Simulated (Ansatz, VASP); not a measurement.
Two plane-wave programs on Al3Cu2

Contents of INCAR:

```
PREC = Accurate
ENCUT = 520
EDIFF = 1E-6
ISMEAR = 0
SIGMA = 0.15
LREAL = False
LASPH = True
NELM = 100
ALGO = Fast
ISIF = 2
LWAVE = False
LCHARG = True
GGA = PS
LELF = True
LVHAR = True
NBANDS = 24
```

Contents of KPOINTS:

```
Automatic mesh
0
Gamma
  12 12 10
```

POSCAR

```
Al3Cu2
1.0
    4.0985856014      0.0000000000      0.0000000000
   -2.0492928007      3.6027214392      0.0000000000
    0.0000000000      0.0000000000      4.9821008425
Al Cu
3 2
Direct
    0.0000000000      0.0000000000      0.0000000000
    0.3333333333      0.6666666667      0.3515059809
    0.6666666667      0.3333333333      0.6484940191
    0.3333333333      0.6666666667      0.8422899817
    0.6666666667      0.3333333333      0.1577100183
```

Input for Ansatz:

```yaml
crystal:
  lattice:
    - [4.0985856014, 0.0, 0.0]
    - [-2.0492928007, 3.6027214392, 0.0]
    - [0.0, 0.0, 4.9821008425]
  atoms:
    - { symbol: Al, position: [0.0, 0.0, 0.0] }
    - { symbol: Al, position: [0.3333333333, 0.6666666667, 0.3515059809] }
    - { symbol: Al, position: [0.6666666667, 0.3333333333, 0.6484940191] }
    - { symbol: Cu, position: [0.3333333333, 0.6666666667, 0.8422899817] }
    - { symbol: Cu, position: [0.6666666667, 0.3333333333, 0.1577100183] }
basis:
  ecutwfc: 420
kpoints:
  mp_grid: { grid: [12, 12, 10] }
hamiltonian:
  xc: pbesol
scf:
  occupations: { method: gaussian, width: 0.15 }
output:
  forces: true
  stress: true
  eigenvalues: true
```

Change from the starting cell: strain +0.0150 x Voigt [0, 1, 0, 0, 0, 0], atoms carried along.

Alike in both runs: task single point; functional PBEsol; k mesh 12 × 12 × 10; occupations gaussian, width 0.15 eV; no spin polarisation.

|  | VASP | Ansatz |
| --- | --- | --- |
| version | VASP 6.6.1 | Ansatz 0.2.0 |
| potentials or method | VASP PAW PBE potentials, release 64 (Al, Cu), cutoff 520 eV | scalar-relativistic, plane waves, PAW |
| valence electrons in the cell | 31 | 47 |

```csv
,VASP,Ansatz,Ansatz less VASP
gap on the k mesh at the Fermi level (eV),none,none,-
pressure (GPa),-1.4,-1.6,-0.14
"traceless stress, the component that is largest in VASP (GPa)",-1.50,-1.50,+0.004
rms of the force components (eV/Å),0.023,0.023,+0.0003
```

VASP's potentials were made for PBE, not for PBEsol. Atom by atom the forces differ by 0.002 eV/Å (rms over components). A gap of «none» marks a metal or a gap that the smearing closes. The functional is the same, so the differences come from potentials, cutoffs and numerics. VASP's potentials hold 31 valence electrons a cell and Ansatz's 47, so a difference there can come from the potentials and not from the codes.
